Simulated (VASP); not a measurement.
A run of VASP 6.6.1 is set up as follows.

File INCAR:

```
SYSTEM = ZnC2
PREC = Accurate
ENCUT = 520
EDIFF = 1E-7
ISMEAR = 0
SIGMA = 0.01
LREAL = .FALSE.
LASPH = .TRUE.
NELM = 100
ALGO = Normal
ISIF = 2
LWAVE = .FALSE.
LCHARG = .FALSE.
GGA = PE
NBANDS = 17
```

File KPOINTS:

```
Automatic mesh
0
G
  8 8 8
  0 0 0
```

File POSCAR:

```
ZnC2
1.0
   -1.9454959358      1.9454959358      2.5270274567
    1.9454959358     -1.9454959358      2.5270274567
    1.9454959358      1.9454959358     -2.5270274567
Zn C
1 2
Direct
    0.0000000000      0.0000000000      0.0000000000
    0.6228381472      0.6228381472      0.0000000000
    0.3771618528      0.3771618528      0.0000000000
```

Potentials or basis: VASP PAW PBE potentials, release 64 (Zn, C).

The run is started by

```bash
$ cat potpaw_PBE.64/Zn/POTCAR potpaw_PBE.64/C/POTCAR > POTCAR
$ mpirun -np 1 vasp_std > vasp.out
```

(1) Estimate the pressure.

(2) What does it give for the largest force?

(3) Predict the band gap on the k mesh.

Results:

(1) 5.4 GPa.

(2) 0.056 eV/Å.

(3) 3.29 eV, indirect (least direct gap 4.07 eV).
